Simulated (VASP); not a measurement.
# WS2 in VASP: single point with LDA

Aim: the single point of WS2 with LDA.

Program: VASP 6.6.1. These are calculated values, not measurements. Logs are shortened: lines on timing, memory, paths and dates and some standing lists are left out, and cuts for length are marked.

### 1 The cell of the first run

The cell holds a sheet with vacuum, 3 atoms: a = 3.126 Å, b = 3.126 Å, c = 30.080 Å, α = 90.00°, β = 90.00°, γ = 120.00°.

### 2 Single point, LDA

Contents of INCAR:

```
SYSTEM = WS2
PREC     = Accurate       ! precision mode
ENCUT    = 400            ! plane-wave cutoff, eV
EDIFF    = 1E-6           ! SCF threshold, eV
ISMEAR   = 0              ! smearing method
SIGMA    = 0.03           ! smearing width, eV
LREAL    = .False.        ! projectors in reciprocal space
LASPH    = .True.         ! aspherical terms in the spheres
NELM     = 120            ! most SCF steps
ALGO     = Normal         ! electronic algorithm
ISIF     = 2              ! what is computed and relaxed
LWAVE    = .False.        ! write WAVECAR
LCHARG   = .False.        ! write CHGCAR
LDIPOL   = .True.       
IDIPOL   = 3            
DIPOL    = 0.5 0.5 0.285
NBANDS   = 20             ! bands
GGA_COMPAT= .False.      
NELMDL   = -8
```

Contents of KPOINTS:

```
Automatic mesh
0
Gamma
  12 12 1
  0 0 0
```

Contents of POSCAR:

```
WS2
1.0
    3.1258070589      0.0000000000      0.0000000000
   -1.5629035294      2.7070283203      0.0000000000
    0.0000000000      0.0000000000     30.0800000023
S W
2 1
Direct
    0.6666666667      0.3333333333      0.2330324652
    0.6666666667      0.3333333333      0.3367813645
    0.3333333333      0.6666666667      0.2849069149
```

Potentials or basis: VASP PAW LDA potentials, release 64 (S, W_sv).

On the command line:

```sh
> cat potpaw_LDA.64/S/POTCAR potpaw_LDA.64/W_sv/POTCAR > POTCAR
> mpirun -np 1 vasp_std > vasp.out
```

OUTCAR:

```text
SYSTEM = WS2
   PREC = Accurate
   ENCUT = 400
   EDIFF = 1E-6
   ISMEAR = 0
   LREAL = .False.
   LASPH = .True.
   NELM = 120
   ISIF = 2
   NELMDL = -8

 ion  position               nearest neighbor table
   1  0.667  0.333  0.233-   3 2.39   3 2.39   3 2.39
   2  0.667  0.333  0.337-   3 2.39   3 2.39   3 2.39
   3  0.333  0.667  0.285-   2 2.39   2 2.39   2 2.39   1 2.39   1 2.39   1 2.39

  LATTYP: Found a hexagonal cell.
 ALAT       =     3.1258070589
 C/A-ratio  =     9.6231147462

  Lattice vectors:

 A1 = (   3.1258070589,   0.0000000000,   0.0000000000)
 A2 = (  -1.5629035294,   2.7070283203,   0.0000000000)
 A3 = (   0.0000000000,   0.0000000000,  30.0800000023)

Analysis of symmetry for initial positions (statically):
=====================================================================
 Subroutine PRICEL returns:
 Original cell was already a primitive cell.

 Routine SETGRP: Setting up the symmetry group for a
 hexagonal supercell.

 Subroutine GETGRP returns: Found 12 space group operations
 (whereof  6 operations were pure point group operations)
 out of a pool of 24 trial point group operations.

The static configuration has the point symmetry C_3v.
 The point group associated with its full space group is D_3h.

Analysis of symmetry for dynamics (positions and initial velocities):
=====================================================================
 Subroutine PRICEL returns:
 Original cell was already a primitive cell.

 Routine SETGRP: Setting up the symmetry group for a
 hexagonal supercell.

 Subroutine GETGRP returns: Found 12 space group operations
 (whereof  6 operations were pure point group operations)
 out of a pool of 24 trial point group operations.

The dynamic configuration has the point symmetry C_3v.
 The point group associated with its full space group is D_3h.

 Subroutine INISYM returns: Found 12 space group operations
 (whereof  6 operations are pure point group operations),
 and found     1 'primitive' translations

----------------------------------------------------------------------------------------

                                     Primitive cell

  volume of cell :     254.5264

  direct lattice vectors                    reciprocal lattice vectors
     3.125807059  0.000000000  0.000000000     0.319917379  0.184704385  0.000000000
    -1.562903529  2.707028320  0.000000000     0.000000000  0.369408769  0.000000000
     0.000000000  0.000000000 30.080000002     0.000000000  0.000000000  0.033244681

  length of vectors
     3.125807059  3.125807059 30.080000002     0.369408769  0.369408769  0.033244681

  position of ions in fractional coordinates (direct lattice)
     0.666666667  0.333333333  0.233032465
     0.666666667  0.333333333  0.336781364
     0.333333333  0.666666667  0.284906915

  ion indices of the primitive-cell ions
   primitive index   ion index
                 1           1
                 2           2
                 3           3

----------------------------------------------------------------------------------------

 KPOINTS: Automatic mesh

Automatic generation of k-mesh.
 Grid dimensions read from file:
 generate k-points for:   12   12    1

 Generating k-lattice:

  Cartesian coordinates                     Fractional coordinates (reciprocal lattice)
     0.026659782  0.015392032  0.000000000     0.083333333  0.000000000  0.000000000
     0.000000000  0.030784064  0.000000000     0.000000000  0.083333333  0.000000000
     0.000000000  0.000000000  0.033244681     0.000000000  0.000000000  1.000000000

  Length of vectors
     0.030784064  0.030784064  0.033244681

  Shift w.r.t. Gamma in fractional coordinates (k-lattice)
     0.000000000  0.000000000  0.000000000

 Subroutine IBZKPT returns following result:
 ===========================================

 Found     19 irreducible k-points:

 Following reciprocal coordinates:
            Coordinates               Weight
  0.000000  0.000000  0.000000      1.000000
  0.083333  0.000000  0.000000      6.000000
  0.166667  0.000000  0.000000      6.000000
  0.250000  0.000000  0.000000      6.000000
  0.333333  0.000000  0.000000      6.000000
  0.416667 -0.000000  0.000000      6.000000
[... 11 lines left out ...]
  0.333333  0.250000  0.000000     12.000000
  0.333333  0.333333  0.000000      2.000000
   k-points           NKPTS =     19   k-points in BZ     NKDIM =     19   number of bands    NBANDS=     20
   number of dos      NEDOS =    301   number of ions     NIONS =      3
   total plane-waves  NPLWV =  78400
   dimension x,y,z NGX =    20 NGY =   20 NGZ =  196
   dimension x,y,z NGXF=    40 NGYF=   40 NGZF=  392
   ions per type =               2   1
   NGX,Y,Z   is equivalent  to a cutoff of  10.64, 10.64, 10.83 a.u.
   NGXF,Y,Z  is equivalent  to a cutoff of  21.27, 21.27, 21.67 a.u.
 SYSTEM =  WS2
   PREC   = accura    normal or accurate (medium, high low for compatibility)
   ISTART =      0    job   : 0-new  1-cont  2-samecut
   ICHARG =      2    charge: 1-file 2-atom 10-const
   ISPIN  =      1    spin polarized calculation?
   LNONCOLLINEAR =      F non collinear calculations
   LSORBIT =      F    spin-orbit coupling
   LASPH  =      T    aspherical Exc in radial PAW
   ENCUT  =  400.0 eV  29.40 Ry    5.42 a.u.   5.10  5.10 49.05*2*pi/ulx,y,z
   NELM   =    120;   NELMIN=  2; NELMDL= -8     # of ELM steps
   EDIFF  = 0.1E-05   stopping-criterion for ELM
   LREAL  =      F    real-space projection
[... 7 lines left out ...]
   TEBEG  =    0.0;   TEEND  =   0.0 temperature during run
   PSTRESS=    0.0 pullay stress
   NELECT =      26.0000    total number of electrons
   NUPDOWN=      -1.0000    fix difference up-down
   EMIN   =  10.00;   EMAX   =-10.00  energy-range for DOS
   EFERMI =   0.00;   METHOD = LEGACY
   ISMEAR =     0;   SIGMA  =   0.03  broadening in eV -4-tet -1-fermi 0-gaus
   EFERMI_NEDOS =   21; number of points for ismear=-14 and -15
   IALGO  =     38    algorithm
   IMIX   =      4    mixing-type and parameters
     AMIX     =   0.40;   BMIX     =  1.00
     AMIX_MAG =   1.60;   BMIX_MAG =  1.00
  volume/ion in A,a.u.               =      84.84       572.54
  Fermi-wavevector in a.u.,A,eV,Ry     =   0.765282  1.446174  7.968348  0.585657
  Thomas-Fermi vector in A             =   1.865369
   LORBIT       =      0    0 simple, 1 ext, 2 COOP (PROOUT), +10 PAW based schemes
   GGA     = CA    functional components
   LHFCALC =     F    Hartree Fock is set to
   AEXX    =    0.0000 exact exchange contribution
   IVDW    =     0    specifies the selected vdW correction
   LEPSILON=     F    determine dielectric tensor
   LRPA    =     F    only Hartree local field effects (RPA)
 non-spin polarized calculation
 Gauss-broadening in eV      SIGMA  =   0.03
  energy-cutoff  :      400.00
  volume of cell :      254.53
 maximum number of plane-waves:      4655
   NGX = 11   NGY = 11   NGZ = 99

 dipolmoment           0.000000      0.000000     -0.000022 electrons x Angstroem

 number of electron      26.0000003 magnetization

 dipolmoment           0.000000      0.000000      0.000011 electrons x Angstroem

 Free energy of the ion-electron system (eV)
  ---------------------------------------------------
  ext. energy  EPLUGINS =         0.00000000
  ---------------------------------------------------
  free energy    TOTEN  =       -26.15117567 eV

  energy without entropy =      -26.15117567  energy(sigma->0) =      -26.15117567

 E-fermi :  -3.1277     XC(G=0):  -2.6902

 val. band max:       -3.3023339901   @ k =   0.3333   0.3333   0.0000
 cond. band min:      -1.3054260632   @ k =   0.3333   0.3333   0.0000
 fundamental gap:      1.9969079269
 Fermi energy:        -3.1276742083

 k-point     1 :       0.0000    0.0000    0.0000
  band No.  band energies     occupation
      1     -76.7456      2.00000
      2     -41.3095      2.00000
      3     -41.0861      2.00000
      4     -41.0861      2.00000
      5     -18.2041      2.00000
      6     -16.4650      2.00000
[... 12 lines left out ...]
     19       2.2445      0.00000
     20       2.5232      0.00000

 k-point     2 :       0.0833    0.0000    0.0000
  band No.  band energies     occupation
      1     -76.7440      2.00000
      2     -41.3043      2.00000
      3     -41.1147      2.00000
      4     -41.0927      2.00000
      5     -18.0793      2.00000
      6     -16.4205      2.00000
[... 12 lines left out ...]
     19       2.3868      0.00000
     20       2.7765      0.00000

 k-point     3 :       0.1667    0.0000    0.0000
  band No.  band energies     occupation
      1     -76.7399      2.00000
      2     -41.2900      2.00000
      3     -41.1922      2.00000
      4     -41.1106      2.00000
      5     -17.7238      2.00000
      6     -16.2939      2.00000
[... 12 lines left out ...]
     19       2.7978      0.00000
     20       3.2308      0.00000

 k-point     4 :       0.2500    0.0000    0.0000
  band No.  band energies     occupation
      1     -76.7342      2.00000
      2     -41.2964      2.00000
      3     -41.2705      2.00000
      4     -41.1350      2.00000
      5     -17.1942      2.00000
      6     -16.1077      2.00000
[... 12 lines left out ...]
     19       3.4171      0.00000
     20       3.9218      0.00000

 k-point     5 :       0.3333    0.0000    0.0000
  band No.  band energies     occupation
      1     -76.7286      2.00000
      2     -41.3988      2.00000
      3     -41.2510      2.00000
      4     -41.1593      2.00000
      5     -16.5908      2.00000
      6     -15.9022      2.00000
[... 12 lines left out ...]
     19       3.9940      0.00000
     20       4.2504      0.00000
[... 238 lines left out ...]
      6     -15.5832      2.00000
[... 12 lines left out ...]
     19       5.5362      0.00000
     20       5.9508      0.00000

 k-point    17 :       0.2500    0.2500    0.0000
  band No.  band energies     occupation
      1     -76.7229      2.00000
      2     -41.4236      2.00000
      3     -41.2626      2.00000
      4     -41.2314      2.00000
      5     -15.8975      2.00000
      6     -15.6385      2.00000
[... 12 lines left out ...]
     19       4.8981      0.00000
     20       5.2651      0.00000

 k-point    18 :       0.3333    0.2500    0.0000
  band No.  band energies     occupation
      1     -76.7208      2.00000
      2     -41.4284      2.00000
      3     -41.3042      2.00000
      4     -41.2242      2.00000
      5     -15.6082      2.00000
      6     -15.5285      2.00000
[... 12 lines left out ...]
     19       4.6134      0.00000
     20       5.8528      0.00000

 k-point    19 :       0.3333    0.3333    0.0000
  band No.  band energies     occupation
      1     -76.7200      2.00000
      2     -41.3956      2.00000
      3     -41.3545      2.00000
      4     -41.2215      2.00000
      5     -15.5025      2.00000
      6     -15.4807      2.00000
[... 12 lines left out ...]
     19       3.9635      0.00000
     20       6.0099      0.00000

------------------------ aborting loop because EDIFF is reached ----------------------------------------

 vacuum level on the upper side and lower side of the slab       (xc-potential included)        -0.007        -0.008

  FORCE on cell =-STRESS in cart. coord.  units (eV):
  Direction    XX          YY          ZZ          XY          YZ          ZX
  --------------------------------------------------------------------------------------
  -------------------------------------------------------------------------------------
  Total        0.1209547      0.1209547      0.1250706      0.0000000      0.0000000      0.0000000
  in kB        0.7613781      0.7613781      0.7872870      0.0000000      0.0000000      0.0000000
  external PRESSURE =       0.7700144 kB  Pullay stress =       0.0000000 kB

 VOLUME and BASIS-vectors are now :
 -----------------------------------------------------------------------------
  energy-cutoff  :      400.00
  volume of cell :      254.53
      direct lattice vectors                 reciprocal lattice vectors
     3.125807059  0.000000000  0.000000000     0.319917379  0.184704385  0.000000000
    -1.562903529  2.707028320  0.000000000     0.000000000  0.369408769  0.000000000
     0.000000000  0.000000000 30.080000002     0.000000000  0.000000000  0.033244681

 POSITION                                       TOTAL-FORCE (eV/Angst)
 -----------------------------------------------------------------------------------
      1.56290      0.90234      7.00962        -0.000000      0.000000     -0.049004
      1.56290      0.90234     10.13038        -0.000000      0.000000      0.049004
     -0.00000      1.80469      8.57000         0.000000     -0.000000      0.000000
 -----------------------------------------------------------------------------------
    total drift:                                0.000001     -0.000000      0.000370

  FREE ENERGIE OF THE ION-ELECTRON SYSTEM (eV)
  ---------------------------------------------------
  free  energy   TOTEN  =       -26.1511756721 eV

  energy  without entropy=      -26.1511756721  energy(sigma->0) =      -26.15117567

 vacuum level on the upper side and lower side of the slab         2.625         2.625
```

Run time: 2.6 min. Hardware: 1 thread of Intel Xeon 8259CL, shared host; peak memory 0.24 GiB.

What came out:

| Property | Result |
| --- | --- |
| Free energy | -26.1512 eV |
| Largest force | 0.049 eV/Å |
| Band gap on the k mesh | 2.00 eV |

Forces in eV/Å, atoms in the order of the input:
```
S    0.000  0.000 -0.049
S    0.000  0.000  0.049
W    0.000  0.000  0.000
```

Caveat: spin-orbit coupling is left out, which moves the levels of the heavy elements.
